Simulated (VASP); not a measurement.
# AlCl (Pmmn) in VASP: a series of runs

AlCl is run at these levels: PBE; tasks: single point, relaxation of cell and atoms.

Everything below comes from runs of VASP 6.6.1. Logs are shortened: lines on timing, memory, paths and dates and some standing lists are left out, and cuts for length are marked.

### Step 1. The cell of the first run

The structure is orthorhombic, space group Pmmn (No. 59). The conventional cell has a = 3.447 Å, b = 3.654 Å, c = 8.764 Å, α = 90.00°, β = 90.00°, γ = 90.00°. Within 2.8 Å of Al (site symmetry mm2) lie 1 Cl at 2.09 Å. Cl (site symmetry mm2) has 1 Al at 2.09 Å within 2.8 Å.

### Step 2. Single point, PBE

Contents of INCAR:

```
PREC = Accurate ; ENCUT = 520
EDIFF = 1E-6 ; ISMEAR = 0
SIGMA = 0.1 ; LREAL = F
LASPH = T ; NELM = 100
ALGO = Normal ; ISIF = 2
LWAVE = F ; LCHARG = F
GGA = PE ; NBANDS = 18
```

Contents of KPOINTS:

```
Automatic mesh
0
Gamma
  6 6 2
```

Contents of POSCAR:

```
AlCl
1.0
    3.4467760379      0.0000000000      0.0000000000
    0.0000000000      3.6538425867      0.0000000000
    0.0000000000      0.0000000000      8.7642936196
Al Cl
2 2
Direct
    0.0000000000      0.0000000000      0.4284261225
    0.5000000000      0.5000000000      0.5715738775
    0.0000000000      0.0000000000      0.1894785857
    0.5000000000      0.5000000000      0.8105214143
```

Potentials or basis: VASP PAW PBE potentials, release 64 (Al, Cl).

Command:

```
$ cat potpaw_PBE.64/Al/POTCAR potpaw_PBE.64/Cl/POTCAR > POTCAR
$ mpirun -np 1 vasp_std > vasp.out
```

OUTCAR:

```text
PREC = Accurate
   ENCUT = 520
   EDIFF = 1E-6
   ISMEAR = 0
   LREAL = F
   LASPH = T
   NELM = 100
   ISIF = 2
   GGA = PE

 ion  position               nearest neighbor table
   1  0.000  0.000  0.428-   3 2.09   2 2.81   2 2.81   2 2.81   2 2.81
   2  0.500  0.500  0.572-   4 2.09   1 2.81   1 2.81   1 2.81   1 2.81
   3  0.000  0.000  0.189-   1 2.09
   4  0.500  0.500  0.811-   2 2.09

  LATTYP: Found a simple orthorhombic cell.
 ALAT       =     3.4467760379
 B/A-ratio  =     1.0600754289
 C/A-ratio  =     2.5427511168

  Lattice vectors:

 A1 = (   3.4467760379,   0.0000000000,   0.0000000000)
 A2 = (   0.0000000000,   3.6538425867,   0.0000000000)
 A3 = (   0.0000000000,   0.0000000000,   8.7642936196)

Analysis of symmetry for initial positions (statically):
=====================================================================
 Subroutine PRICEL returns:
 Original cell was already a primitive cell.

 Routine SETGRP: Setting up the symmetry group for a
 simple orthorhombic supercell.

 Subroutine GETGRP returns: Found  8 space group operations
 (whereof  4 operations were pure point group operations)
 out of a pool of  8 trial point group operations.

The static configuration has the point symmetry C_2v.
 The point group associated with its full space group is D_2h.

Analysis of symmetry for dynamics (positions and initial velocities):
=====================================================================
 Subroutine PRICEL returns:
 Original cell was already a primitive cell.

 Routine SETGRP: Setting up the symmetry group for a
 simple orthorhombic supercell.

 Subroutine GETGRP returns: Found  8 space group operations
 (whereof  4 operations were pure point group operations)
 out of a pool of  8 trial point group operations.

The dynamic configuration has the point symmetry C_2v.
 The point group associated with its full space group is D_2h.

 Subroutine INISYM returns: Found  8 space group operations
 (whereof  4 operations are pure point group operations),
 and found     1 'primitive' translations

----------------------------------------------------------------------------------------

                                     Primitive cell

  volume of cell :     110.3773

  direct lattice vectors                    reciprocal lattice vectors
[... 91 lines left out ...]
   EDIFF  = 0.1E-05   stopping-criterion for ELM
   LREAL  =      F    real-space projection
   EDIFFG = 0.1E-04   stopping-criterion for IOM
   NSW    =      0    number of steps for IOM
   IBRION =     -1    ionic relax: 0-MD 1-quasi-New 2-CG
   NFREE  =      0    steps in history (QN), initial steepest desc. (CG)
   ISIF   =      2    stress and relaxation
   ISYM   =      2    0-nonsym 1-usesym 2-fastsym
   POTIM  = 0.5000    time-step for ionic-motion
   TEBEG  =    0.0;   TEEND  =   0.0 temperature during run
   PSTRESS=    0.0 pullay stress
   NELECT =      20.0000    total number of electrons
   NUPDOWN=      -1.0000    fix difference up-down
   EMIN   =  10.00;   EMAX   =-10.00  energy-range for DOS
   EFERMI =   0.00;   METHOD = LEGACY
   ISMEAR =     0;   SIGMA  =   0.10  broadening in eV -4-tet -1-fermi 0-gaus
   EFERMI_NEDOS =   21; number of points for ismear=-14 and -15
   IALGO  =     38    algorithm
   IMIX   =      4    mixing-type and parameters
     AMIX     =   0.40;   BMIX     =  1.00
     AMIX_MAG =   1.60;   BMIX_MAG =  1.00
  volume/ion in A,a.u.               =      27.59       186.22
  Fermi-wavevector in a.u.,A,eV,Ry     =   0.926385  1.750614 11.676375  0.858189
  Thomas-Fermi vector in A             =   2.052342
   LORBIT       =      0    0 simple, 1 ext, 2 COOP (PROOUT), +10 PAW based schemes
   GGA     = PE    functional components
   LHFCALC =     F    Hartree Fock is set to
   AEXX    =    0.0000 exact exchange contribution
   IVDW    =     0    specifies the selected vdW correction
   LEPSILON=     F    determine dielectric tensor
   LRPA    =     F    only Hartree local field effects (RPA)
 non-spin polarized calculation
 Gauss-broadening in eV      SIGMA  =   0.10
  energy-cutoff  :      520.00
  volume of cell :      110.38
 maximum number of plane-waves:      2994
 NGX is ok and might be reduce to    28
   NGX = 13   NGY = 13   NGZ = 33

 number of electron      19.9999997 magnetization

 Free energy of the ion-electron system (eV)
  ---------------------------------------------------
  ext. energy  EPLUGINS =         0.00000000
  ---------------------------------------------------
  free energy    TOTEN  =       -13.92259915 eV

  energy without entropy =      -13.91645947  energy(sigma->0) =      -13.91952931

 E-fermi :   1.8999     XC(G=0):  -7.8000

 val. band max:        1.7113753249   @ k =   0.0000   0.1667   0.0000
 cond. band min:       1.9582870970   @ k =   0.1667   0.1667   0.0000
 fundamental gap:      0.2469117721
 Fermi energy:         1.8998948952

 k-point     1 :       0.0000    0.0000    0.0000
  band No.  band energies     occupation
      1     -13.5621      2.00000
      2     -13.4667      2.00000
      3      -6.2920      2.00000
      4      -3.2034      2.00000
      5      -2.2188      2.00000
      6      -0.5415      2.00000
[... 481 lines left out ...]
      5      -2.2228      2.00000
      6      -2.2228      2.00000
[... 10 lines left out ...]
     17      10.4442      0.00000
     18      10.4442      0.00000

 [... further k-points ...]

------------------------ aborting loop because EDIFF is reached ----------------------------------------

  FORCE on cell =-STRESS in cart. coord.  units (eV):
  Direction    XX          YY          ZZ          XY          YZ          ZX
  --------------------------------------------------------------------------------------
  -------------------------------------------------------------------------------------
  Total       -0.1211739      0.0022118     -0.1391650      0.0000000      0.0000000      0.0000000
  in kB       -1.7588954      0.0321049     -2.0200440      0.0000000      0.0000000      0.0000000
  external PRESSURE =      -1.2489448 kB  Pullay stress =       0.0000000 kB

 VOLUME and BASIS-vectors are now :
 -----------------------------------------------------------------------------
  energy-cutoff  :      520.00
  volume of cell :      110.38
      direct lattice vectors                 reciprocal lattice vectors
     3.446776038  0.000000000  0.000000000     0.290126190  0.000000000  0.000000000
     0.000000000  3.653842587  0.000000000     0.000000000  0.273684478  0.000000000
     0.000000000  0.000000000  8.764293620     0.000000000  0.000000000  0.114099327

 POSITION                                       TOTAL-FORCE (eV/Angst)
 -----------------------------------------------------------------------------------
      0.00000      0.00000      3.75485         0.000000      0.000000     -0.013207
      1.72339      1.82692      5.00944         0.000000      0.000000      0.013207
      0.00000      0.00000      1.66065         0.000000      0.000000      0.046585
      1.72339      1.82692      7.10365         0.000000      0.000000     -0.046585
 -----------------------------------------------------------------------------------
    total drift:                               -0.000000     -0.000000     -0.000000

  FREE ENERGIE OF THE ION-ELECTRON SYSTEM (eV)
  ---------------------------------------------------
  free  energy   TOTEN  =       -13.9225991541 eV

  energy  without entropy=      -13.9164594737  energy(sigma->0) =      -13.91952931
```

It took 35 s on 1 thread of Intel Xeon Platinum 8488C (Sapphire Rapids), shared host; peak memory 0.24 GiB.

Results:

- Free energy: -13.9226 eV
- Pressure: -0.1 GPa
- Largest force: 0.047 eV/Å
- Band gap on the k mesh: zero (band 10 reaches 3.33 eV, above the bottom of band 11 at 0.54 eV)

Forces on the atoms (eV/Å):
```
Al   0.000  0.000 -0.013
Al   0.000  0.000  0.013
Cl   0.000  0.000  0.047
Cl   0.000  0.000 -0.047
```

Levels at points of the mesh, in eV from the Fermi level:
| k point | band 6 | band 7 | band 8 | band 9 | band 10 | band 11 | band 12 | band 13 | band 14 | band 15 |
| --- | --- | --- | --- | --- | --- | --- | --- | --- | --- | --- |
| (0.00, 0.00, 0.00) | -2.44 | -2.29 | -2.06 | -1.95 | 1.43 | 1.79 | 2.97 | 3.76 | 5.40 | 5.44 |
| (0.50, 0.00, 0.00) | -4.41 | -2.87 | -2.87 | -2.10 | -2.10 | 3.13 | 3.13 | 4.37 | 4.37 | 6.51 |
| (0.00, 0.50, 0.00) | -4.37 | -2.91 | -2.91 | -1.85 | -1.85 | 2.93 | 2.93 | 5.24 | 5.24 | 7.18 |
| (0.50, 0.50, 0.00) | -4.05 | -3.46 | -3.46 | -1.74 | -1.74 | -1.36 | -1.36 | 4.45 | 4.45 | 5.64 |
| (0.00, 0.00, 0.50) | -2.37 | -2.36 | -2.02 | -1.99 | 1.08 | 1.81 | 2.99 | 3.74 | 5.28 | 6.19 |
| (0.50, 0.00, 0.50) | -4.19 | -3.10 | -3.10 | -2.10 | -2.10 | 3.43 | 3.43 | 4.36 | 4.36 | 6.48 |
| (0.00, 0.50, 0.50) | -4.14 | -3.17 | -3.17 | -1.85 | -1.85 | 3.23 | 3.23 | 5.24 | 5.24 | 6.98 |
| (0.50, 0.50, 0.50) | -3.98 | -3.58 | -3.58 | -1.65 | -1.65 | -1.34 | -1.34 | 4.20 | 4.20 | 5.26 |

Caveat: this functional lacks dispersion, which binds the layers, so the pressure and a relaxed spacing across them are unreliable.

### Step 3. Single point, PBE

This run uses another cell than the first one, of 24.71 Å³/atom, 0.895 times its volume.

Contents of INCAR:

```
SYSTEM = AlCl
PREC     = Accurate       ! precision mode
ENCUT    = 520            ! plane-wave cutoff, eV
EDIFF    = 1E-7           ! SCF threshold, eV
ISMEAR   = 0              ! smearing method
SIGMA    = 0.1            ! smearing width, eV
LREAL    = .False.        ! projectors in reciprocal space
LASPH    = .True.         ! aspherical terms in the spheres
NELM     = 100            ! most SCF steps
ALGO     = Normal         ! electronic algorithm
ISIF     = 2              ! what is computed and relaxed
LWAVE    = .False.        ! write WAVECAR
LCHARG   = .False.        ! write CHGCAR
GGA      = PE             ! functional
NBANDS   = 18             ! bands
```

Contents of KPOINTS:

```
regular mesh
0
Gamma
  4 4 4
  0 0 0
```

Contents of POSCAR:

```
AlCl
1.0
    4.3826909600      0.0000000000      0.0000000000
    0.0000000000      4.5002495700      0.0000000000
    0.0000000000      0.0000000000      5.0106988700
Al Cl
2 2
Direct
    0.0000000000      0.0000000000      0.3197535000
    0.5000000000      0.5000000000      0.6802465000
    0.0000000000      0.0000000000      0.9981319300
    0.5000000000      0.5000000000      0.0018680700
```

Potentials or basis: VASP PAW PBE potentials, release 64 (Al, Cl).

Command:

```
$ cat potpaw_PBE.64/Al/POTCAR potpaw_PBE.64/Cl/POTCAR > POTCAR
$ mpirun -np 1 vasp_std > vasp.out
```

OUTCAR:

```text
SYSTEM = AlCl
   PREC = Accurate
   ENCUT = 520
   EDIFF = 1E-7
   ISMEAR = 0
   LREAL = .False.
   LASPH = .True.
   NELM = 100
   ISIF = 2
   GGA = PE

 ion  position               nearest neighbor table
   1  0.000  0.000  0.320-   3 1.61
   2  0.500  0.500  0.680-   4 1.61
   3  0.000  0.000  0.998-   1 1.61
   4  0.500  0.500  0.002-   2 1.61

  LATTYP: Found a simple orthorhombic cell.
 ALAT       =     4.3826909600
 B/A-ratio  =     1.0268233857
 C/A-ratio  =     1.1432927660

  Lattice vectors:

 A1 = (   4.3826909600,   0.0000000000,   0.0000000000)
 A2 = (   0.0000000000,   4.5002495700,   0.0000000000)
 A3 = (   0.0000000000,   0.0000000000,   5.0106988700)

Analysis of symmetry for initial positions (statically):
=====================================================================
 Subroutine PRICEL returns:
 Original cell was already a primitive cell.

 Routine SETGRP: Setting up the symmetry group for a
 simple orthorhombic supercell.

 Subroutine GETGRP returns: Found  8 space group operations
 (whereof  4 operations were pure point group operations)
[... 172 lines left out ...]

 val. band max:        3.9028228873   @ k =   0.2500   0.2500   0.5000
 cond. band min:       4.2111892060   @ k =   0.2500   0.2500   0.5000
 fundamental gap:      0.3083663188
 Fermi energy:         3.9596718185

 k-point     1 :       0.0000    0.0000    0.0000
  band No.  band energies     occupation
      1     -14.9468      2.00000
      2     -13.9270      2.00000
      3      -3.7856      2.00000
      4      -3.1848      2.00000
      5      -3.0702      2.00000
      6      -2.7004      2.00000
[... 481 lines left out ...]
      5      -3.2649      2.00000
      6      -3.2649      2.00000
[... 10 lines left out ...]
     17      11.5514      0.00000
     18      11.5514      0.00000

 [... further k-points ...]

------------------------ aborting loop because EDIFF is reached ----------------------------------------

  FORCE on cell =-STRESS in cart. coord.  units (eV):
  Direction    XX          YY          ZZ          XY          YZ          ZX
  --------------------------------------------------------------------------------------
  -------------------------------------------------------------------------------------
  Total        0.6308046      1.1466899     79.9470311      0.0000000      0.0000000      0.0000000
  in kB       10.2265625     18.5900608   1296.0960059      0.0000000      0.0000000      0.0000000
  external PRESSURE =     441.6375430 kB  Pullay stress =       0.0000000 kB

 VOLUME and BASIS-vectors are now :
 -----------------------------------------------------------------------------
  energy-cutoff  :      520.00
  volume of cell :       98.83
      direct lattice vectors                 reciprocal lattice vectors
     4.382690960  0.000000000  0.000000000     0.228170320  0.000000000  0.000000000
     0.000000000  4.500249570  0.000000000     0.000000000  0.222209898  0.000000000
     0.000000000  0.000000000  5.010698870     0.000000000  0.000000000  0.199572959

 POSITION                                       TOTAL-FORCE (eV/Angst)
 -----------------------------------------------------------------------------------
      0.00000      0.00000      1.60219         0.000000      0.000000     25.471925
      2.19135      2.25012      3.40851         0.000000      0.000000    -25.471925
      0.00000      0.00000      5.00134         0.000000      0.000000    -23.918832
      2.19135      2.25012      0.00936         0.000000      0.000000     23.918832
 -----------------------------------------------------------------------------------
    total drift:                                0.000000      0.000000      0.000000

  FREE ENERGIE OF THE ION-ELECTRON SYSTEM (eV)
  ---------------------------------------------------
  free  energy   TOTEN  =        -3.0660959148 eV

  energy  without entropy=       -3.0587598248  energy(sigma->0) =       -3.06242787
```

Run time: 35 s. Hardware: 1 thread of Intel Xeon Platinum 8488C (Sapphire Rapids), shared host; peak memory 0.22 GiB.

Results:

```
Free energy            : -3.0661 eV
Pressure               : 44.2 GPa
Largest force          : 25.472 eV/Å
Band gap on the k mesh : zero (band 10 reaches 5.42 eV, above the bottom of band 11 at 3.69 eV)
```

Forces in eV/Å, atoms in the order of the input:
```
Al    0.000   0.000  25.472
Al    0.000   0.000 -25.472
Cl    0.000   0.000 -23.919
Cl    0.000   0.000  23.919
```

Levels at points of the mesh, in eV from the Fermi level:
| k point | band 6 | band 7 | band 8 | band 9 | band 10 | band 11 | band 12 | band 13 | band 14 | band 15 |
| --- | --- | --- | --- | --- | --- | --- | --- | --- | --- | --- |
| (0.00, 0.00, 0.00) | -6.66 | -4.73 | -4.67 | -4.20 | 1.35 | 2.52 | 2.80 | 3.08 | 3.82 | 4.01 |
| (0.50, 0.00, 0.00) | -6.29 | -6.09 | -6.09 | -2.17 | -2.17 | 3.23 | 3.23 | 4.01 | 4.01 | 4.85 |
| (0.00, 0.50, 0.00) | -6.25 | -6.04 | -6.04 | -2.26 | -2.26 | 3.31 | 3.31 | 4.17 | 4.17 | 4.87 |
| (0.50, 0.50, 0.00) | -7.13 | -4.38 | -4.38 | -1.40 | -1.40 | 0.69 | 0.69 | 2.38 | 2.38 | 6.74 |
| (0.00, 0.00, 0.50) | -6.86 | -4.73 | -4.67 | -2.39 | 1.07 | 1.21 | 1.49 | 3.46 | 3.71 | 4.66 |
| (0.50, 0.00, 0.50) | -6.20 | -6.05 | -6.05 | -1.45 | -1.45 | 2.83 | 2.83 | 3.41 | 3.41 | 4.94 |
| (0.00, 0.50, 0.50) | -6.16 | -6.01 | -6.01 | -1.50 | -1.50 | 3.01 | 3.01 | 3.55 | 3.55 | 4.87 |
| (0.50, 0.50, 0.50) | -7.50 | -4.41 | -4.41 | -0.79 | -0.79 | -0.15 | -0.15 | 5.30 | 5.30 | 5.88 |

Caveat: forces of over 1 eV/Å act on the atoms, so gaps and moduli don't describe the material at rest.

(Part 1 of 2 ends here.)
